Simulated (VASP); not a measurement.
# Ag (Fm-3m) in VASP: a series of runs

Runs on Ag. Level: PBE. Tasks: relaxation of cell and atoms.

Program: VASP 6.6.1. These are calculated values, not measurements. Logs are shortened: lines on timing, memory, paths and dates and some standing lists are left out, and cuts for length are marked.

### Step 1. The cell of the first run

Symmetry: Fm-3m, No. 225, cubic system. The conventional cell has a = 4.090 Å, b = 4.090 Å, c = 4.090 Å, α = 90.00°, β = 90.00°, γ = 90.00°. Within 3.8 Å of Ag (site symmetry m-3m) lie 12 Ag at 2.89 Å.

### Step 2. Relaxation of cell and atoms, PBE

INCAR reads:

```
ALGO = Normal
EDIFF = 1E-7
EDIFFG = -0.03
ENCUT = 500
GGA = PE
GGA_COMPAT = F
IBRION = 2
ISIF = 3
ISMEAR = -1
LASPH = T
LCHARG = F
LREAL = F
LWAVE = F
NELM = 120
NELMIN = 4
NSW = 60
PREC = Accurate
SIGMA = 0.1
```

KPOINTS reads:

```
k-points
0
Gamma
  20 20 20
```

POSCAR reads:

```
Ag
1.0
    0.0000000000      2.0450000000      2.0450000000
    2.0450000000      0.0000000000      2.0450000000
    2.0450000000      2.0450000000      0.0000000000
Ag
1
Direct
    0.0000000000      0.0000000000      0.0000000000
```

Potentials or basis: VASP PAW PBE potentials, release 64 (Ag).

Command:

```sh
$ cat potpaw_PBE.64/Ag/POTCAR > POTCAR
$ mpirun -np 1 vasp_std > vasp.out
```

OUTCAR:

```text
EDIFF = 1E-7
   EDIFFG = -0.03
   ENCUT = 500
   GGA = PE
   IBRION = 2
   ISIF = 3
   ISMEAR = -1
   LASPH = T
   LREAL = F
   NELM = 120
   NELMIN = 4
   NSW = 60
   PREC = Accurate

 ion  position               nearest neighbor table
   1  0.000  0.000  0.000-

  LATTYP: Found a face centered cubic cell.
 ALAT       =     4.0900000000

  Lattice vectors:

 A1 = (   0.0000000000,   2.0450000000,   2.0450000000)
 A2 = (   2.0450000000,   0.0000000000,   2.0450000000)
 A3 = (   2.0450000000,   2.0450000000,   0.0000000000)

Analysis of symmetry for initial positions (statically):
=====================================================================
 Subroutine PRICEL returns:
 Original cell was already a primitive cell.

 Routine SETGRP: Setting up the symmetry group for a
 face centered cubic supercell.

 Subroutine GETGRP returns: Found 48 space group operations
 (whereof 48 operations were pure point group operations)
 out of a pool of 48 trial point group operations.

The static configuration has the point symmetry O_h .

Analysis of symmetry for dynamics (positions and initial velocities):
=====================================================================
 Subroutine PRICEL returns:
 Original cell was already a primitive cell.

 Routine SETGRP: Setting up the symmetry group for a
 face centered cubic supercell.

 Subroutine GETGRP returns: Found 48 space group operations
 (whereof 48 operations were pure point group operations)
 out of a pool of 48 trial point group operations.

The dynamic configuration has the point symmetry O_h .

 Subroutine INISYM returns: Found 48 space group operations
 (whereof 48 operations are pure point group operations),
 and found     1 'primitive' translations

----------------------------------------------------------------------------------------

                                     Primitive cell

  volume of cell :      17.1045

  direct lattice vectors                    reciprocal lattice vectors
     0.000000000  2.045000000  2.045000000    -0.244498778  0.244498778  0.244498778
     2.045000000  0.000000000  2.045000000     0.244498778 -0.244498778  0.244498778
     2.045000000  2.045000000  0.000000000     0.244498778  0.244498778 -0.244498778

  length of vectors
     2.892066735  2.892066735  2.892066735     0.423484305  0.423484305  0.423484305

  position of ions in fractional coordinates (direct lattice)
     0.000000000  0.000000000  0.000000000

  ion indices of the primitive-cell ions
   primitive index   ion index
                 1           1

----------------------------------------------------------------------------------------

 KPOINTS: k-points

Automatic generation of k-mesh.
 Grid dimensions read from file:
 generate k-points for:   20   20   20

 Generating k-lattice:

  Cartesian coordinates                     Fractional coordinates (reciprocal lattice)
    -0.012224939  0.012224939  0.012224939     0.050000000  0.000000000  0.000000000
     0.012224939 -0.012224939  0.012224939     0.000000000  0.050000000  0.000000000
     0.012224939  0.012224939 -0.012224939     0.000000000  0.000000000  0.050000000

  Length of vectors
     0.021174215  0.021174215  0.021174215

  Shift w.r.t. Gamma in fractional coordinates (k-lattice)
     0.000000000  0.000000000  0.000000000

 Subroutine IBZKPT returns following result:
 ===========================================

 Found    256 irreducible k-points:

 Following reciprocal coordinates:
            Coordinates               Weight
  0.000000  0.000000  0.000000      1.000000
  0.050000  0.000000  0.000000      8.000000
  0.100000  0.000000  0.000000      8.000000
  0.150000  0.000000  0.000000      8.000000
  0.200000  0.000000  0.000000      8.000000
  0.250000  0.000000  0.000000      8.000000
[... 16 lines left out ...]
 -0.400000  0.050000  0.000000     24.000000
 -0.350000  0.050000  0.000000     24.000000
 [... further k-points ...]
   k-points           NKPTS =    256   k-points in BZ     NKDIM =    256   number of bands    NBANDS=      9
   number of dos      NEDOS =    301   number of ions     NIONS =      1
   total plane-waves  NPLWV =  13824
   dimension x,y,z NGX =    24 NGY =   24 NGZ =   24
   dimension x,y,z NGXF=    48 NGYF=   48 NGZF=   48
   ions per type =               1
   NGX,Y,Z   is equivalent  to a cutoff of  13.80, 13.80, 13.80 a.u.
   NGXF,Y,Z  is equivalent  to a cutoff of  27.59, 27.59, 27.59 a.u.
 SYSTEM =  unknown system
   PREC   = accura    normal or accurate (medium, high low for compatibility)
   ISTART =      0    job   : 0-new  1-cont  2-samecut
   ICHARG =      2    charge: 1-file 2-atom 10-const
   ISPIN  =      1    spin polarized calculation?
   LNONCOLLINEAR =      F non collinear calculations
   LSORBIT =      F    spin-orbit coupling
   LASPH  =      T    aspherical Exc in radial PAW
   ENCUT  =  500.0 eV  36.75 Ry    6.06 a.u.   5.27  5.27  5.27*2*pi/ulx,y,z
   NELM   =    120;   NELMIN=  4; NELMDL= -5     # of ELM steps
   EDIFF  = 0.1E-06   stopping-criterion for ELM
   LREAL  =      F    real-space projection
   EDIFFG = -.3E-01   stopping-criterion for IOM
   NSW    =     60    number of steps for IOM
   IBRION =      2    ionic relax: 0-MD 1-quasi-New 2-CG
   NFREE  =      1    steps in history (QN), initial steepest desc. (CG)
   ISIF   =      3    stress and relaxation
   ISYM   =      2    0-nonsym 1-usesym 2-fastsym
   POTIM  = 0.5000    time-step for ionic-motion
   TEBEG  =    0.0;   TEEND  =   0.0 temperature during run
   PSTRESS=    0.0 pullay stress
   NELECT =      11.0000    total number of electrons
   NUPDOWN=      -1.0000    fix difference up-down
   EMIN   =  10.00;   EMAX   =-10.00  energy-range for DOS
   EFERMI =   0.00;   METHOD = LEGACY
   ISMEAR =    -1;   SIGMA  =   0.10  broadening in eV -4-tet -1-fermi 0-gaus
   EFERMI_NEDOS =   21; number of points for ismear=-14 and -15
   IALGO  =     38    algorithm
   IMIX   =      4    mixing-type and parameters
     AMIX     =   0.40;   BMIX     =  1.00
     AMIX_MAG =   1.60;   BMIX_MAG =  1.00
  volume/ion in A,a.u.               =      17.10       115.43
  Fermi-wavevector in a.u.,A,eV,Ry     =   1.413088  2.670348 27.168338  1.996817
  Thomas-Fermi vector in A             =   2.534769
   LORBIT       =      0    0 simple, 1 ext, 2 COOP (PROOUT), +10 PAW based schemes
   GGA     = PE    functional components
   LHFCALC =     F    Hartree Fock is set to
   AEXX    =    0.0000 exact exchange contribution
   IVDW    =     0    specifies the selected vdW correction
   LEPSILON=     F    determine dielectric tensor
   LRPA    =     F    only Hartree local field effects (RPA)
 conjugate gradient relaxation of ions
 non-spin polarized calculation
  energy-cutoff  :      500.00
  volume of cell :       17.10
 maximum number of plane-waves:       447
 NGX is ok and might be reduce to    24
   NGX = 11   NGY = 11   NGZ = 11

--------------------------------------- Ionic step        1  -------------------------------------------

 number of electron      10.9999999 magnetization

 Free energy of the ion-electron system (eV)
  ---------------------------------------------------
  ext. energy  EPLUGINS =         0.00000000
  ---------------------------------------------------
  free energy    TOTEN  =        -2.71448819 eV

  energy without entropy =       -2.70713765  energy(sigma->0) =       -2.71081292

------------------------ aborting loop because EDIFF is reached ----------------------------------------

  FORCE on cell =-STRESS in cart. coord.  units (eV):
  Direction    XX          YY          ZZ          XY          YZ          ZX
  --------------------------------------------------------------------------------------
  -------------------------------------------------------------------------------------
  Total        0.4523376      0.4523376      0.4523376      0.0000000      0.0000000     -0.0000000
  in kB       42.3704712     42.3704712     42.3704712      0.0000000      0.0000000     -0.0000000
  external PRESSURE =      42.3704712 kB  Pullay stress =       0.0000000 kB
[... 55 lines left out ...]
  energy  without entropy=       -2.7132969925  energy(sigma->0) =       -2.71715386

--------------------------------------- Ionic step        3  -------------------------------------------

 number of electron      11.0000000 magnetization

 Free energy of the ion-electron system (eV)
  ---------------------------------------------------
  ext. energy  EPLUGINS =         0.00000000
  ---------------------------------------------------
  free energy    TOTEN  =        -2.72363370 eV

  energy without entropy =       -2.71608203  energy(sigma->0) =       -2.71985787

 E-fermi :   7.8416     XC(G=0): -11.9448

 val. band max:        7.7518636186   @ k =   0.5000   0.3500   0.1500
 cond. band min:       7.8521757215   @ k =   0.5000   0.3000   0.1000
 fundamental gap:      0.1003121029
 Fermi energy:         7.8416467204

 k-point     1 :       0.0000    0.0000    0.0000
  band No.  band energies     occupation
      1       0.3792      2.00000
      2       3.1747      2.00000
      3       3.1747      2.00000
      4       3.1747      2.00000
      5       4.1293      2.00000
      6       4.1293      2.00000
      7      23.7451      0.00000
      8      27.0587      0.00000
      9      27.0587      0.00000
[... 265 lines left out ...]
 k-point    24 :      -0.3500    0.0500    0.0000
  band No.  band energies     occupation
      1       1.8330      2.00000
      2       3.2264      2.00000
      3       3.2639      2.00000
      4       4.4534      2.00000
      5       4.5420      2.00000
      6       5.5953      2.00000
      7      14.3786      0.00000
      8      23.2284      0.00000
      9      24.9368      0.00000

 [... further k-points ...]

------------------------ aborting loop because EDIFF is reached ----------------------------------------

  FORCE on cell =-STRESS in cart. coord.  units (eV):
  Direction    XX          YY          ZZ          XY          YZ          ZX
  --------------------------------------------------------------------------------------
  -------------------------------------------------------------------------------------
  Total        0.0014465      0.0014465      0.0014465      0.0000000      0.0000000      0.0000000
  in kB        0.1299808      0.1299808      0.1299808      0.0000000      0.0000000      0.0000000
  external PRESSURE =       0.1299808 kB  Pullay stress =       0.0000000 kB
[... 16 lines left out ...]
  FREE ENERGIE OF THE ION-ELECTRON SYSTEM (eV)
  ---------------------------------------------------
  free  energy   TOTEN  =        -2.7236337031 eV

  energy  without entropy=       -2.7160820311  energy(sigma->0) =       -2.71985787

 reached required accuracy - stopping structural energy minimisation
```

It took 32 s on 1 thread of Intel Xeon Platinum 8559C (Emerald Rapids), shared host; peak memory 0.18 GiB.

What came out:

```
Free energy                           : -2.7236 eV
Relaxed volume                        : 17.83 Å³/atom
Relaxed cell                          : a = 2.932 Å, b = 2.932 Å, c = 2.932 Å, α = 60.00°, β = 60.00°, γ = 60.00°
Space group after relaxing (to 0.1 Å) : Fm-3m (No. 225)
Energy gained by relaxing             : 9.1 meV/atom
Ionic steps                           : 3
Pressure after relaxing               : 0.0 GPa
Band gap on the k mesh                : zero (an odd number of electrons rules out a gap without spin polarisation)
```

Step by step:
| step | energy change (eV) | largest force (eV/Å) | pressure (GPa) | volume (Å³) |
| --- | --- | --- | --- | --- |
| 1 | 0.0000 | 0.0000 | 4.24 | 17.10 |
| 2 | -0.0065 | 0.0000 | -1.95 | 18.25 |
| 3 | -0.0091 | 0.0000 | 0.01 | 17.83 |

Final structure:
```
CELL_PARAMETERS angstrom
0.00000 2.07351 2.07351
2.07351 0.00000 2.07351
2.07351 2.07351 0.00000
ATOMIC_POSITIONS crystal
Ag 0.00000 0.00000 0.00000
```

### Step 3. Relaxation of cell and atoms, PBE, target pressure 15 GPa, at which the enthalpy is minimised

INCAR reads:

```
PREC = Accurate ; ENCUT = 500
EDIFF = 1E-7 ; ISMEAR = -1
SIGMA = 0.1 ; LREAL = False
LASPH = True ; NELM = 120
ALGO = Normal ; ISIF = 3
LWAVE = False ; LCHARG = False
GGA = PE ; IBRION = 2
NSW = 60 ; EDIFFG = -0.03
PSTRESS = 150.0 ; GGA_COMPAT = False
NELMIN = 4
```

KPOINTS reads:

```
regular mesh
0
Gamma
  20 20 20
```

POSCAR is that of step 2.

Potentials or basis: VASP PAW PBE potentials, release 64 (Ag).

Command:

```sh
$ cat potpaw_PBE.64/Ag/POTCAR > POTCAR
$ mpirun -np 1 vasp_std > vasp.out
```

It took 36 s on 1 thread of Intel Xeon Platinum 8559C (Emerald Rapids), shared host; peak memory 0.18 GiB.

The run converged. Its results:

| Item | Value |
| --- | --- |
| Free energy | -2.6445 eV |
| Relaxed volume | 15.87 Å³/atom |
| Relaxed cell | a = 2.821 Å, b = 2.821 Å, c = 2.821 Å, α = 60.00°, β = 60.00°, γ = 60.00° |
| Space group after relaxing (to 0.1 Å) | Fm-3m (No. 225) |
| Energy change on relaxing (the run minimises the enthalpy) | +70.0 meV/atom |
| Ionic steps | 3 |
| Pressure after relaxing | 14.7 GPa |
| Band gap on the k mesh | zero (an odd number of electrons rules out a gap without spin polarisation) |

The path:
| step | energy change (eV) | largest force (eV/Å) | pressure (GPa) | volume (Å³) |
| --- | --- | --- | --- | --- |
| 1 | 0.0000 | 0.0000 | 4.24 | 17.10 |
| 2 | 0.2885 | 0.0000 | 35.38 | 14.41 |
| 3 | 0.0700 | 0.0000 | 14.73 | 15.87 |

Final structure:
```
Ag
1.0
     0.00000    1.99449    1.99449
     1.99449    0.00000    1.99449
     1.99449    1.99449    0.00000
Ag
1
Direct
  0.00000 0.00000 0.00000
```

Levels at points of the mesh, in eV from the Fermi level:
| k point | band 3 | band 4 | band 5 | band 6 | band 7 | band 8 | band 9 |
| --- | --- | --- | --- | --- | --- | --- | --- |
| (0.00, 0.00, 0.00) | -5.11 | -5.11 | -3.94 | -3.94 | 16.13 | 20.14 | 20.14 |
| (0.50, 0.00, 0.00) | -5.14 | -3.04 | -3.04 | -0.63 | 4.00 | 15.38 | 18.59 |
| (0.50, 0.50, 0.00) | -3.07 | -2.80 | -2.80 | 1.51 | 7.30 | 11.01 | 11.01 |

Caveat: the cell is relaxed towards a set pressure, so the run minimises the enthalpy, not the energy.

### Step 4. Relaxation of cell and atoms, PBE, target pressure 30 GPa, at which the enthalpy is minimised

INCAR reads:

```
ALGO = Normal
EDIFF = 1E-7
EDIFFG = -0.03
ENCUT = 500
GGA = PE
GGA_COMPAT = F
IBRION = 2
ISIF = 3
ISMEAR = -1
LASPH = T
LCHARG = F
LREAL = F
LWAVE = F
NELM = 120
NELMIN = 4
NSW = 60
PREC = Accurate
PSTRESS = 300.0
SIGMA = 0.1
```

KPOINTS reads:

```
k-points
0
Gamma
  20 20 20
```

POSCAR is that of step 3.

Command:

```sh
$ cat potpaw_PBE.64/Ag/POTCAR > POTCAR
$ mpirun -np 1 vasp_std > vasp.out
```

Run time: 54 s. Hardware: 1 thread of Intel Xeon Platinum 8559C (Emerald Rapids), shared host; peak memory 0.18 GiB.

It converged, with:

```yaml
Free_energy: -2.4886 eV
Relaxed_volume: 14.72 Å³/atom
Relaxed_cell: a = 2.751 Å, b = 2.751 Å, c = 2.751 Å, α = 60.00°, β = 60.00°, γ = 60.00°
Space_group_after_relaxing_to_0.1_Å: Fm-3m (No. 225)
Energy_change_on_relaxing_the_run_minimises_the_enthalpy: +225.9 meV/atom
Ionic_steps: 5
Pressure_after_relaxing: 30.0 GPa
Band_gap_on_the_k_mesh: zero (an odd number of electrons rules out a gap without spin polarisation)
```

Step by step:
```csv
step,energy change (eV),largest force (eV/Å),pressure (GPa),volume (Å³)
1,0.0000,0.0000,4.24,17.10
2,2.0011,0.0000,160.23,11.16
3,0.1937,0.0000,27.13,14.90
4,0.2142,0.0000,28.97,14.79
5,0.2259,0.0000,29.97,14.72
```

Final structure:
```
Ag
1.0
     0.00000    1.94528    1.94528
     1.94528    0.00000    1.94528
     1.94528    1.94528    0.00000
Ag
1
Direct
  0.00000 0.00000 0.00000
```

Levels at points of the mesh, in eV from the Fermi level:
| k point | band 4 | band 5 | band 6 | band 7 | band 8 | band 9 |
| --- | --- | --- | --- | --- | --- | --- |
| (0.00, 0.00, 0.00) | -5.46 | -4.12 | -4.12 | 16.21 | 20.66 | 20.66 |
| (0.50, 0.00, 0.00) | -3.09 | -3.09 | -0.87 | 4.46 | 15.46 | 19.35 |
| (0.50, 0.50, 0.00) | -2.82 | -2.82 | 1.42 | 7.94 | 11.37 | 11.37 |

Caveat: the cell is relaxed towards a set pressure, so the run minimises the enthalpy, not the energy.

### Step 5. Overview

```csv
cell,gap on the mesh (eV),pressure (GPa)
relaxed,none,0.0
relaxed to 15 GPa,none,14.7
relaxed to 30 GPa,none,30.0
```

Alike in all rows: task relaxation of cell and atoms; level PBE; potentials or basis VASP PAW PBE potentials, release 64 (Ag); no spin polarisation; k mesh 20 × 20 × 20; cutoff (eV) 500; smearing fermi-dirac 0.1 eV.

Caveats: the cell is relaxed towards a set pressure, so the run minimises the enthalpy, not the energy (at least some runs).

Absolute energies hang on the potentials; compare differences alone.
